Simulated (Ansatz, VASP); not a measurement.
**One calculation of Bi, two programs**

File INCAR:

```
PREC = Accurate
ENCUT = 520
EDIFF = 1E-6
ISMEAR = -1
SIGMA = 0.1
LREAL = False
LASPH = True
NELM = 100
ALGO = Fast
ISIF = 2
LWAVE = False
LCHARG = False
GGA = PS
NBANDS = 14
```

File KPOINTS:

```
regular mesh
0
Gamma
  16 16 16
```

POSCAR

```
Bi
1.0
   -1.8773423627      1.8773423627      1.8773423627
    1.8773423627     -1.8773423627      1.8773423627
    1.8773423627      1.8773423627     -1.8773423627
Bi
1
Direct
    0.0000000000      0.0000000000      0.0000000000
```

Input for Ansatz:

```yaml
crystal:
  lattice:
    - [-1.8773423627, 1.8773423627, 1.8773423627]
    - [1.8773423627, -1.8773423627, 1.8773423627]
    - [1.8773423627, 1.8773423627, -1.8773423627]
  atoms:
    - { symbol: Bi, position: [0.0, 0.0, 0.0] }
basis:
  ecutwfc: 420
kpoints:
  mp_grid: { grid: [16, 16, 16] }
  band_path:
    path:
      - [[0.0, 0.0, 0.0], [0.5, -0.5, 0.5], [0.0, 0.0, 0.5], [0.0, 0.0, 0.0], [0.25, 0.25, 0.25], [0.5, -0.5, 0.5]]
      - [[0.25, 0.25, 0.25], [0.0, 0.0, 0.5]]
    npoints: 12
hamiltonian:
  xc: pbesol
scf:
  occupations: { method: fermi_dirac, width: 0.1 }
  n_extra_bands: 6
output:
  forces: true
  stress: true
  eigenvalues: true
```

Alike in both runs: task single point; functional PBEsol; k mesh 16 × 16 × 16; occupations fermi-dirac, width 0.1 eV; no spin polarisation.

|  | VASP | Ansatz |
| --- | --- | --- |
| version | VASP 6.6.1 | Ansatz 0.2.0 |
| potentials or method | VASP PAW PBE potentials, release 64 (Bi_d), cutoff 520 eV | scalar-relativistic, plane waves, PAW |
| valence electrons in the cell | 15 | 15 |

|  | VASP | Ansatz | Ansatz less VASP |
| --- | --- | --- | --- |
| gap on the k mesh at the Fermi level (eV) | none | none | - |
| pressure (GPa) | 10.1 | 10.1 | +0.03 |

VASP's potentials were made for PBE, not for PBEsol. A gap of «none» marks a metal or a gap that the smearing closes. With one functional, cell and mesh, what is left measures potentials, basis and numerics.

Spin-orbit coupling is off throughout.
